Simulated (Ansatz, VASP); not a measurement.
**Li2ZrO2 in VASP and in Ansatz**

INCAR

```
PREC     = Accurate       # precision mode
ENCUT    = 520            # plane-wave cutoff, eV
EDIFF    = 1E-6           # SCF threshold, eV
ISMEAR   = 0              # smearing method
SIGMA    = 0.1            # smearing width, eV
LREAL    = F              # projectors in reciprocal space
LASPH    = T              # aspherical terms in the spheres
NELM     = 80             # most SCF steps
ALGO     = Normal         # electronic algorithm
ISIF     = 2              # what is computed and relaxed
LWAVE    = F              # write WAVECAR
LCHARG   = F              # write CHGCAR
GGA      = PE             # functional
NBANDS   = 41             # bands
```

File KPOINTS:

```
Automatic mesh
0
Gamma
  6 6 2
```

Contents of POSCAR:

```
Li2ZrO2
1.0
    3.2558474400      0.0000000000      0.0000000000
   -1.6279237200      2.8196465900      0.0000000000
    0.0000000000      0.0000000000     13.3491375900
Li Zr O
4 2 4
Direct
    0.0000000000      0.0000000000      0.6053977600
    0.0000000000      0.0000000000      0.3946022400
    0.0000000000      0.0000000000      0.1053977600
    0.0000000000      0.0000000000      0.8946022400
    0.6666666700      0.3333333300      0.7500000000
    0.3333333300      0.6666666700      0.2500000000
    0.6666666700      0.3333333300      0.0006616800
    0.3333333300      0.6666666700      0.9993383200
    0.3333333300      0.6666666700      0.5006616800
    0.6666666700      0.3333333300      0.4993383200
```

Input for Ansatz:

```yaml
crystal:
  lattice:
    - [3.25584744, 0.0, 0.0]
    - [-1.62792372, 2.81964659, 0.0]
    - [0.0, 0.0, 13.34913759]
  atoms:
    - { symbol: Li, position: [0.0, 0.0, 0.60539776] }
    - { symbol: Li, position: [0.0, 0.0, 0.39460224] }
    - { symbol: Li, position: [0.0, 0.0, 0.10539776] }
    - { symbol: Li, position: [0.0, 0.0, 0.89460224] }
    - { symbol: Zr, position: [0.66666667, 0.33333333, 0.75] }
    - { symbol: Zr, position: [0.33333333, 0.66666667, 0.25] }
    - { symbol: O, position: [0.66666667, 0.33333333, 0.00066168] }
    - { symbol: O, position: [0.33333333, 0.66666667, 0.99933832] }
    - { symbol: O, position: [0.33333333, 0.66666667, 0.50066168] }
    - { symbol: O, position: [0.66666667, 0.33333333, 0.49933832] }
basis:
  ecutwfc: 420
kpoints:
  mp_grid: { grid: [6, 6, 2] }
hamiltonian:
  xc: pbe
scf:
  occupations: { method: gaussian, width: 0.1 }
  lower_state_search: "off"
output:
  forces: true
  stress: true
  eigenvalues: true
```

Change from the starting cell: species swapped into the La2Rh2I type (P6_3/mmc, No. 194).

Alike in both runs: task single point; functional PBE; k mesh 6 × 6 × 2; occupations gaussian, width 0.1 eV; no spin polarisation.

|  | VASP | Ansatz |
| --- | --- | --- |
| version | VASP 6.6.1 | Ansatz 0.2.0 |
| potentials or method | VASP PAW PBE potentials, release 64 (Li_sv, Zr_sv, O), cutoff 520 eV | scalar-relativistic, plane waves, PAW |
| valence electrons in the cell | 60 | 60 |

|  | VASP | Ansatz | Ansatz less VASP |
| --- | --- | --- | --- |
| gap on the k mesh at the Fermi level (eV) | none | none | - |
| rms of the force components (eV/Å) | 1.091 | 1.089 | -0.0020 |

Atom by atom the forces differ by 0.002 eV/Å (rms over components). A gap of «none» marks a metal or a gap that the smearing closes.

The k mesh is coarse, so the values compare programs but aren't converged. Noted on VASP's run: the cutoff is under 1.25 times that of the potentials, so the pressure is a little rough.
